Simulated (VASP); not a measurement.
Wanted: the native input for a VASP 6.6.1 run.

| Item | Value |
| --- | --- |
| Task | single point |
| Functional | PBEsol |
| Potentials or basis | VASP PAW PBE potentials, release 64 (Bi_d) |
| Cutoff | 520 eV |
| k mesh | 10 × 10 × 10 |
| Occupations | fermi-dirac, width 0.03 eV |
| Spin | no spin polarisation |
| Dipole correction | no |
| Further INCAR settings | ALGO = Normal; EDIFF = 1e-06; NBANDS = 22 |

The structure of Bi lies in POSCAR:

```
Bi
1.0
    2.2880530951      1.3210080704      3.9801861936
   -2.2880530951      1.3210080704      3.9801861936
    0.0000000000     -2.6420161407      3.9801861936
Bi
2
Direct
    0.2338900000      0.2338900000      0.2338900000
    0.7661100000      0.7661100000      0.7661100000
```

One way to write it, as run:

INCAR

```
  ALGO = Normal
  EDIFF = 1E-6
  ENCUT = 520
  GGA = PS
  ISIF = 2
  ISMEAR = -1
  LASPH = T
  LCHARG = F
  LREAL = F
  LWAVE = F
  NBANDS = 22
  NELM = 80
  PREC = Accurate
  SIGMA = 0.03
```

KPOINTS

```
k-points
0
Gamma
  10 10 10
```

Potentials or basis: VASP PAW PBE potentials, release 64 (Bi_d).

Run with:

```console
$ cat potpaw_PBE.64/Bi_d/POTCAR > POTCAR
$ mpirun -np 1 vasp_std > vasp.out
```

It gave:

* Pressure: -1.6 GPa
* Largest force: 0.030 eV/Å
* Band gap on the k mesh: zero (bands 15 and 16 overlap by 0.21 eV)

Caveat: the PAW data sets were made with another functional, which shifts forces and pressure a little; spin-orbit coupling is left out, which moves the levels of the heavy elements.

It took 100 s on 1 thread of Intel(R) Xeon(R) Platinum 8259CL CPU @ 2.50GHz (Skylake/Cascade Lake) (shared host), peak memory 0.29 GiB.
